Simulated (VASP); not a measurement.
LiBe4: relaxation of shape and atoms at fixed volume with PBE

LiBe4:

```xyz
5
Lattice="1.7514 1.0112 3.5796 -1.7514 1.0112 3.5796 0.0000 -2.0223 3.5796" Properties=species:S:1:pos:R:3 pbc="T T T"
Li    0.0000    0.0000    5.3693
Be    0.0000    0.0000    9.7224
Be    0.0000    0.0000    1.0163
Be    0.0000    0.0000    7.5249
Be    0.0000    0.0000    3.2138
```

| Quantity | Value |
| --- | --- |
| Program | VASP 6.6.1 |
| Task | relaxation of shape and atoms at fixed volume |
| Functional | PBE |
| Potentials or basis | VASP PAW PBE potentials, release 64 (Li_sv, Be) |
| Cutoff | 600 eV |
| k mesh | 12 × 12 × 12 |
| Occupations | gaussian, width 0.1 eV |
| Spin | no spin polarisation |
| Dipole correction | no |
| Further INCAR settings | ALGO = Fast; EDIFF = 1e-07; IBRION = 2; EDIFFG = -0.01; NSW = 50; ISIF = 4 |

```json
{
  "Energy gained by relaxing": "12.9 meV/atom",
  "Ionic steps": "7",
  "Pressure after relaxing": "15.0 GPa",
  "Largest force after relaxing": "0.008 eV/Å",
  "Band gap on the k mesh": "zero (an odd number of electrons rules out a gap without spin polarisation)"
}
```

Forces in eV/Å, atoms in the order of the input:
```
Li   0.000  0.000  0.000
Be   0.000  0.000 -0.002
Be   0.000  0.000  0.002
Be   0.000  0.000 -0.008
Be   0.000  0.000  0.008
```

Stress tensor (GPa, compression positive):
```
15.04  0.00  0.00
 0.00 15.04  0.00
 0.00  0.00 14.91
```

Step by step:
| step | energy change (eV) | largest force (eV/Å) | pressure (GPa) | volume (Å³) |
| --- | --- | --- | --- | --- |
| 1 | 0.0000 | 0.0965 | 15.30 | 38.04 |
| 2 | -0.0645 | 0.0291 | 14.99 | 38.04 |
| 3 | -0.0645 | 0.0291 | 14.99 | 38.04 |
| 4 | -0.0646 | 0.0206 | 15.00 | 38.04 |
| 5 | -0.0646 | 0.0178 | 15.01 | 38.04 |
| 6 | -0.0646 | 0.0172 | 15.01 | 38.04 |
| 7 | -0.0647 | 0.0078 | 15.00 | 38.04 |

Final structure:
```
CELL_PARAMETERS angstrom
1.75147 1.01121 3.57924
-1.75147 1.01121 3.57924
0.00000 -2.02242 3.57924
ATOMIC_POSITIONS crystal
Li 0.50000 0.50000 0.50000
Be 0.90511 0.90511 0.90511
Be 0.09489 0.09489 0.09489
Be 0.70068 0.70068 0.70068
Be 0.29932 0.29932 0.29932
```

Levels at points of the mesh, in eV from the Fermi level:
| k point | band 3 | band 4 | band 5 | band 6 | band 7 | band 8 | band 9 |
| --- | --- | --- | --- | --- | --- | --- | --- |
| (0.00, 0.00, 0.00) | -1.95 | -1.14 | 1.64 | 1.64 | 2.11 | 2.11 | 5.71 |
| (0.50, 0.00, 0.00) | -6.29 | -3.08 | -1.00 | 0.55 | 2.10 | 2.62 | 3.44 |
| (0.50, 0.50, 0.00) | -6.10 | -3.18 | -3.13 | -2.79 | 3.32 | 7.24 | 8.67 |
| (0.50, 0.50, 0.50) | -6.91 | 0.63 | 0.63 | 1.65 | 1.65 | 6.30 | 6.71 |

Wall time 23 min on 1 thread of Oxide Virtual Turin-like Processor, with other jobs on the host, peak memory 0.23 GiB.

Caveat: the cutoff is under 1.25 times the usual one of these potentials, so pressure, stress and relaxed cells hold a basis-set (Pulay) error.
